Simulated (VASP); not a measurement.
# SnO2 (Pnnm) in VASP: further runs

Runs on SnO2. Level: LDA. Tasks: single point.

Everything below comes from runs of VASP 6.6.1. Logs are shortened: lines on timing, memory, paths and dates and some standing lists are left out, and cuts for length are marked.

### 1 The cell of the first run

The structure is orthorhombic, space group Pnnm (No. 58). The conventional cell has a = 4.933 Å, b = 4.934 Å, c = 3.333 Å, α = 90.00°, β = 90.00°, γ = 90.00°. Within 2.7 Å of Sn (site symmetry 2/m) lie 6 O at 2.00 to 2.24 Å. O (site symmetry m) has 3 Sn at 2.00 to 2.24 Å within 2.7 Å.

### 2 Single point, LDA

INCAR reads:

```
  PREC = Accurate
  ENCUT = 520
  EDIFF = 1E-6
  ISMEAR = 0
  SIGMA = 0.05
  LREAL = False
  LASPH = True
  NELM = 80
  ALGO = Normal
  ISIF = 2
  LWAVE = False
  LCHARG = False
  NBANDS = 35
```

KPOINTS reads:

```
Automatic mesh
0
Gamma
  6 6 8
```

POSCAR reads:

```
SnO2
1.0
    4.9330604771      0.0000000000      0.0000000000
    0.0000000000      4.9336664808      0.0000000000
    0.0000000000      0.0000000000      3.3328025979
Sn O
2 4
Direct
    0.5000000000      0.5000000000      0.5000000000
    0.0000000000      0.0000000000      0.0000000000
    0.3059833077      0.2672588243      0.0000000000
    0.8059833077      0.2327411757      0.5000000000
    0.1940166923      0.7672588243      0.5000000000
    0.6940166923      0.7327411757      0.0000000000
```

Potentials or basis: VASP PAW LDA potentials, release 64 (Sn_d, O).

Launch:

```console
$ cat potpaw_LDA.64/Sn_d/POTCAR potpaw_LDA.64/O/POTCAR > POTCAR
$ mpirun -np 1 vasp_std > vasp.out
```

OUTCAR:

```text
PREC = Accurate
   ENCUT = 520
   EDIFF = 1E-6
   ISMEAR = 0
   LREAL = False
   LASPH = True
   NELM = 80
   ISIF = 2

 ion  position               nearest neighbor table
   1  0.500  0.500  0.500-   5 2.00   4 2.00   6 2.24   6 2.24   3 2.24   3 2.24
   2  0.000  0.000  0.000-   3 2.00   6 2.00   4 2.24   4 2.24   5 2.24   5 2.24
   3  0.306  0.267  0.000-   2 2.00   1 2.24   1 2.24
   4  0.806  0.233  0.500-   1 2.00   2 2.24   2 2.24
   5  0.194  0.767  0.500-   1 2.00   2 2.24   2 2.24
   6  0.694  0.733  0.000-   2 2.00   1 2.24   1 2.24

  LATTYP: Found a simple orthorhombic cell.
 ALAT       =     3.3328025979
 B/A-ratio  =     1.4801538142
 C/A-ratio  =     1.4803356442

  Lattice vectors:

 A1 = (   0.0000000000,   0.0000000000,   3.3328025979)
 A2 = (   4.9330604771,   0.0000000000,   0.0000000000)
 A3 = (   0.0000000000,   4.9336664808,   0.0000000000)

Analysis of symmetry for initial positions (statically):
=====================================================================
 Subroutine PRICEL returns:
 Original cell was already a primitive cell.

 Routine SETGRP: Setting up the symmetry group for a
 simple orthorhombic supercell.

 Subroutine GETGRP returns: Found  8 space group operations
 (whereof  4 operations were pure point group operations)
 out of a pool of  8 trial point group operations.

The static configuration has the point symmetry C_2h.
 The point group associated with its full space group is D_2h.

Analysis of symmetry for dynamics (positions and initial velocities):
=====================================================================
 Subroutine PRICEL returns:
 Original cell was already a primitive cell.

 Routine SETGRP: Setting up the symmetry group for a
 simple orthorhombic supercell.

 Subroutine GETGRP returns: Found  8 space group operations
 (whereof  4 operations were pure point group operations)
 out of a pool of  8 trial point group operations.

The dynamic configuration has the point symmetry C_2h.
 The point group associated with its full space group is D_2h.

 Subroutine INISYM returns: Found  8 space group operations
 (whereof  4 operations are pure point group operations),
 and found     1 'primitive' translations

----------------------------------------------------------------------------------------

                                     Primitive cell

  volume of cell :      81.1140

  direct lattice vectors                    reciprocal lattice vectors
[... 94 lines left out ...]
   NELM   =     80;   NELMIN=  2; NELMDL= -5     # of ELM steps
   EDIFF  = 0.1E-05   stopping-criterion for ELM
   LREAL  =      F    real-space projection
   EDIFFG = 0.1E-04   stopping-criterion for IOM
   NSW    =      0    number of steps for IOM
   IBRION =     -1    ionic relax: 0-MD 1-quasi-New 2-CG
   NFREE  =      0    steps in history (QN), initial steepest desc. (CG)
   ISIF   =      2    stress and relaxation
   ISYM   =      2    0-nonsym 1-usesym 2-fastsym
   POTIM  = 0.5000    time-step for ionic-motion
   TEBEG  =    0.0;   TEEND  =   0.0 temperature during run
   PSTRESS=    0.0 pullay stress
   NELECT =      52.0000    total number of electrons
   NUPDOWN=      -1.0000    fix difference up-down
   EMIN   =  10.00;   EMAX   =-10.00  energy-range for DOS
   EFERMI =   0.00;   METHOD = LEGACY
   ISMEAR =     0;   SIGMA  =   0.05  broadening in eV -4-tet -1-fermi 0-gaus
   EFERMI_NEDOS =   21; number of points for ismear=-14 and -15
   IALGO  =     38    algorithm
   IMIX   =      4    mixing-type and parameters
     AMIX     =   0.40;   BMIX     =  1.00
     AMIX_MAG =   1.60;   BMIX_MAG =  1.00
  volume/ion in A,a.u.               =      13.52        91.23
  Fermi-wavevector in a.u.,A,eV,Ry     =   1.411597  2.667531 27.111045  1.992606
  Thomas-Fermi vector in A             =   2.533432
   LORBIT       =      0    0 simple, 1 ext, 2 COOP (PROOUT), +10 PAW based schemes
   GGA     = CA    functional components
   LHFCALC =     F    Hartree Fock is set to
   AEXX    =    0.0000 exact exchange contribution
   IVDW    =     0    specifies the selected vdW correction
   LEPSILON=     F    determine dielectric tensor
   LRPA    =     F    only Hartree local field effects (RPA)
 non-spin polarized calculation
 Gauss-broadening in eV      SIGMA  =   0.05
  energy-cutoff  :      520.00
  volume of cell :       81.11
 maximum number of plane-waves:      2208
 NGX is ok and might be reduce to    40
   NGX = 19   NGY = 19   NGZ = 13

 number of electron      52.0000020 magnetization

 Free energy of the ion-electron system (eV)
  ---------------------------------------------------
  ext. energy  EPLUGINS =         0.00000000
  ---------------------------------------------------
  free energy    TOTEN  =       -40.89588710 eV

  energy without entropy =      -40.89588710  energy(sigma->0) =      -40.89588710

 E-fermi :   4.4402     XC(G=0): -11.1785

 val. band max:        4.2653944283   @ k =   0.0000   0.0000   0.1250
 cond. band min:       4.6027311087   @ k =   0.0000   0.0000   0.0000
 fundamental gap:      0.3373366804
 Fermi energy:         4.4401927215

 k-point     1 :       0.0000    0.0000    0.0000
  band No.  band energies     occupation
      1     -16.5998      2.00000
      2     -16.0996      2.00000
      3     -15.9206      2.00000
      4     -15.8828      2.00000
      5     -15.8564      2.00000
      6     -15.8551      2.00000
[... 901 lines left out ...]
     34      14.6439      0.00000
     35      16.0904      0.00000

 [... further k-points ...]
[... 5 lines left out ...]
  --------------------------------------------------------------------------------------
  -------------------------------------------------------------------------------------
  Total       -7.8347651    -10.3630474    -10.6043430      0.0000000      0.0000000      0.0000000
  in kB     -154.7535943   -204.6926505   -209.4587603      0.0000000      0.0000000      0.0000000
  external PRESSURE =    -189.6350017 kB  Pullay stress =       0.0000000 kB

 VOLUME and BASIS-vectors are now :
 -----------------------------------------------------------------------------
  energy-cutoff  :      520.00
  volume of cell :       81.11
      direct lattice vectors                 reciprocal lattice vectors
     4.933060477  0.000000000  0.000000000     0.202713915  0.000000000  0.000000000
     0.000000000  4.933666481  0.000000000     0.000000000  0.202689015  0.000000000
     0.000000000  0.000000000  3.332802598     0.000000000  0.000000000  0.300047774

 POSITION                                       TOTAL-FORCE (eV/Angst)
 -----------------------------------------------------------------------------------
      2.46653      2.46683      1.66640         0.000000      0.000000      0.000000
      0.00000      0.00000      0.00000         0.000000      0.000000      0.000000
      1.50943      1.31857      0.00000         1.275555      1.567114      0.000000
      3.97596      1.14827      1.66640         1.275555     -1.567114     -0.000000
      0.95710      3.78540      1.66640        -1.275555      1.567114      0.000000
      3.42363      3.61510      0.00000        -1.275555     -1.567114      0.000000
 -----------------------------------------------------------------------------------
    total drift:                                0.000000     -0.000000     -0.000000

  FREE ENERGIE OF THE ION-ELECTRON SYSTEM (eV)
  ---------------------------------------------------
  free  energy   TOTEN  =       -40.8958871038 eV

  energy  without entropy=      -40.8958870986  energy(sigma->0) =      -40.89588710
```

stdout:

```text
POSCAR found type information on POSCAR SnO
 POSCAR found :  2 types and       6 ions
 scaLAPACK will be used
 LDA part: xc-table for (Slater(with rela. corr.)+CA(PZ))
 , standard interpolation
 POSCAR, INCAR and KPOINTS ok, starting setup
 FFT: planning ... GRIDC
 FFT: planning ... GRID_SOFT
 FFT: planning ... GRID
 WAVECAR not read
 entering main loop
```

Run time: 2.5 min. Hardware: 1 thread of Intel Xeon 6975P-C (Granite Rapids), shared host; peak memory 0.3 GiB.

What came out:

```yaml
Free_energy: -40.8959 eV
Pressure: -19.0 GPa
Largest_force: 2.021 eV/Å
Band_gap_on_the_k_mesh: 0.34 eV, indirect (least direct gap 0.70 eV)
```

Forces in eV/Å, atoms in the order of the input:
```
Sn   0.000  0.000  0.000
Sn   0.000  0.000  0.000
O    1.276  1.567  0.000
O    1.276 -1.567  0.000
O   -1.276  1.567  0.000
O   -1.276 -1.567  0.000
```

Levels at points of the mesh, in eV from the valence-band top:
```csv
k point,band 23,band 24,band 25,band 26,band 27,band 28,band 29,band 30
"(0.00, 0.00, 0.00)",-1.04,-0.57,-0.51,-0.43,0.34,5.47,5.48,5.63
"(0.50, 0.00, 0.00)",-0.99,-0.99,-0.33,-0.33,3.31,3.31,6.87,6.87
"(0.00, 0.50, 0.00)",-0.97,-0.97,-0.22,-0.22,3.15,3.15,6.36,6.36
"(0.50, 0.50, 0.00)",-1.17,-1.17,-0.55,-0.55,3.95,3.95,6.73,6.73
"(0.00, 0.00, 0.50)",-1.27,-1.27,-0.80,-0.80,4.48,4.48,7.87,7.87
"(0.50, 0.00, 0.50)",-0.86,-0.86,-0.37,-0.37,4.69,4.69,6.37,6.37
"(0.00, 0.50, 0.50)",-0.71,-0.71,-0.58,-0.58,4.80,4.80,6.45,6.45
"(0.50, 0.50, 0.50)",-0.48,-0.48,-0.46,-0.46,2.74,2.74,8.82,8.82
```

Caveat: spin-orbit coupling is left out, which moves the levels of the heavy elements; forces of over 1 eV/Å act on the atoms, so gaps and moduli don't describe the material at rest. A k mesh can miss the band edges.

### 3 Single point, LDA

This run uses another cell than the first one, of 11.03 Å³/atom, 0.816 times its volume.

INCAR reads:

```
SYSTEM = SnO2
ALGO = Normal
EDIFF = 1E-7
ENCUT = 520
GGA = CA
ISIF = 2
ISMEAR = 0
LASPH = .TRUE.
LCHARG = .TRUE.
LELF = .TRUE.
LREAL = .FALSE.
LVHAR = .TRUE.
LWAVE = .FALSE.
NBANDS = 35
NELM = 80
PREC = Accurate
SIGMA = 0.05
```

KPOINTS reads:

```
k-points
0
G
  6 6 8
  0 0 0
```

POSCAR reads:

```
SnO2
1.0
    4.6094272255      0.0000000000      0.0000000000
    0.0000000000      4.6099934723      0.0000000000
    0.0000000000      0.0000000000      3.1141542057
Sn O
2 4
Direct
    0.5000000000      0.5000000000      0.5000000000
    0.0000000000      0.0000000000      0.0000000000
    0.3059833077      0.3580510778      0.0000000000
    0.8059833077      0.1419489222      0.5000000000
    0.1940166923      0.8580510778      0.5000000000
    0.6940166923      0.6419489222      0.0000000000
```

Potentials or basis: VASP PAW LDA potentials, release 64 (Sn_d, O).

Launch:

```console
$ cat potpaw_LDA.64/Sn_d/POTCAR potpaw_LDA.64/O/POTCAR > POTCAR
$ mpirun -np 1 vasp_std > vasp.out
```

Wall time 3.7 min (1 thread of Intel Xeon 8259CL, shared host); peak memory 0.25 GiB.

The run converged. Its results:

| Item | Value |
| --- | --- |
| Free energy | -40.0779 eV |
| Pressure | 34.5 GPa |
| Largest force | 5.733 eV/Å |
| Band gap on the k mesh | 2.44 eV, direct |

Forces in eV/Å, atoms in the order of the input:
```
Sn   0.000  0.000  0.000
Sn   0.000  0.000  0.000
O   -4.420 -3.652  0.000
O   -4.420  3.652  0.000
O    4.420 -3.652  0.000
O    4.420  3.652  0.000
```

Stress tensor (GPa, compression positive):
```
33.57  0.00  0.00
 0.00 16.87  0.00
 0.00  0.00 53.07
```

Levels at points of the mesh, in eV from the valence-band top:
```tsv
k point	band 24	band 25	band 26	band 27	band 28	band 29
(0.00, 0.00, 0.00)	-0.58	-0.45	0.00	2.44	5.76	6.92
(0.50, 0.00, 0.00)	-0.83	-0.52	-0.52	4.98	4.98	6.56
(0.00, 0.50, 0.00)	-0.81	-0.71	-0.71	5.24	5.24	7.54
(0.50, 0.50, 0.00)	-0.91	-0.79	-0.79	5.06	5.06	7.54
(0.00, 0.00, 0.50)	-1.68	-1.02	-1.02	7.79	7.79	9.66
(0.50, 0.00, 0.50)	-1.08	-0.14	-0.14	8.16	8.16	8.18
(0.00, 0.50, 0.50)	-1.24	-0.04	-0.04	7.78	7.78	8.05
(0.50, 0.50, 0.50)	-1.33	-0.77	-0.77	7.13	7.13	8.26
```

Caveat: spin-orbit coupling is left out, which moves the levels of the heavy elements; forces of over 1 eV/Å act on the atoms, so gaps and moduli don't describe the material at rest.

### 4 Single point, LDA

This run uses another cell than the first one, of 11.03 Å³/atom, 0.816 times its volume.

INCAR reads:

```
SYSTEM = SnO2
PREC = Accurate
ENCUT = 520
EDIFF = 1E-6
ISMEAR = 0
SIGMA = 0.05
LREAL = .False.
LASPH = .True.
NELM = 60
ALGO = Normal
ISIF = 2
LWAVE = .False.
LCHARG = .False.
NBANDS = 35
```

KPOINTS reads:

```
regular mesh
0
Gamma
  6 6 8
  0 0 0
```

POSCAR reads:

```
SnO2
1.0
    4.6094272255      0.0000000000      0.0000000000
    0.0000000000      4.6099934723      0.0000000000
    0.0000000000      0.0000000000      3.1141542057
Sn O
2 4
Direct
    0.5000000000      0.5000000000      0.5000000000
    0.0000000000      0.0000000000      0.0000000000
    0.3059833077      0.2543006016      0.0000000000
    0.8059833077      0.2456993984      0.5000000000
    0.1940166923      0.7543006016      0.5000000000
    0.6940166923      0.7456993984      0.0000000000
```

Launch:

```console
$ cat potpaw_LDA.64/Sn_d/POTCAR potpaw_LDA.64/O/POTCAR > POTCAR
$ mpirun -np 1 vasp_std > vasp.out
```

Run time: 3.7 min. Hardware: 1 thread of Intel Xeon 8259CL, shared host; peak memory 0.25 GiB.

It converged, with:

```
Free energy            : -40.5070 eV
Pressure               : 23.3 GPa
Largest force          : 4.595 eV/Å
Band gap on the k mesh : 1.96 eV, direct
```

Forces on the atoms (eV/Å):
```
Sn   0.000  0.000  0.000
Sn   0.000  0.000  0.000
O    3.314  3.183  0.000
O    3.314 -3.183  0.000
O   -3.314  3.183  0.000
O   -3.314 -3.183  0.000
```

Stress tensor (GPa, compression positive):
```
37.44  0.00  0.00
 0.00 21.08  0.00
 0.00  0.00 11.33
```

Levels at points of the mesh, in eV from the valence-band top:
```tsv
k point	band 23	band 24	band 25	band 26	band 27	band 28	band 29	band 30
(0.00, 0.00, 0.00)	-0.86	-0.65	-0.55	0.00	1.96	6.48	6.56	7.77
(0.50, 0.00, 0.00)	-0.98	-0.98	-0.36	-0.36	5.42	5.42	8.45	8.45
(0.00, 0.50, 0.00)	-0.97	-0.97	-0.26	-0.26	5.23	5.23	7.55	7.55
(0.50, 0.50, 0.00)	-1.16	-1.16	-0.62	-0.62	6.36	6.36	8.19	8.19
(0.00, 0.00, 0.50)	-1.75	-1.75	-1.02	-1.02	6.72	6.72	9.42	9.42
(0.50, 0.00, 0.50)	-1.28	-1.28	-0.14	-0.14	7.08	7.08	7.75	7.75
(0.00, 0.50, 0.50)	-0.75	-0.75	-0.67	-0.67	7.24	7.24	7.73	7.73
(0.50, 0.50, 0.50)	-0.62	-0.62	-0.54	-0.54	4.33	4.33	9.88	9.88
```

Caveat: spin-orbit coupling is left out, which moves the levels of the heavy elements; forces of over 1 eV/Å act on the atoms, so gaps and moduli don't describe the material at rest.

(Continued in part 2 of 2.)
